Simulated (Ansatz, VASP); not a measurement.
## PbO2: VASP beside Ansatz

```
Pb O
1.0
    -2.11420    2.11420    5.37072
     2.11420   -2.11420    5.37072
     2.11420    2.11420   -5.37072
Pb O
2 4
Direct
  0.75000 0.25000 0.50000
  0.00000 0.00000 0.00000
  0.54790 0.04790 0.50000
  0.79790 0.79790 0.00000
  0.20210 0.20210 0.00000
  0.95210 0.45210 0.50000
```

Alike in both runs: task single point; functional r2SCAN; k mesh 8 × 8 × 8; occupations fermi-dirac, width 0.02 eV; no spin polarisation.

|  | VASP | Ansatz |
| --- | --- | --- |
| version | VASP 6.6.1 | Ansatz 0.2.0 |
| potentials or method | VASP PAW PBE potentials, release 64 (Pb_d, O) | plane waves, PAW |
| plane-wave cutoff (eV) | 520 | 500 |
| valence electrons in the cell | 52 | 52 |

```csv
,VASP,Ansatz,Ansatz less VASP
pressure (GPa),0.8,0.0,-0.81
"traceless stress, the component that is largest in VASP (GPa)",0.22,0.01,-0.207
rms of the force components (eV/Å),0.018,0.001,-0.0177
```

VASP's potentials were made for PBE, not for r2SCAN. Atom by atom the forces differ by 0.019 eV/Å (rms over components).

Spin-orbit coupling is off throughout.
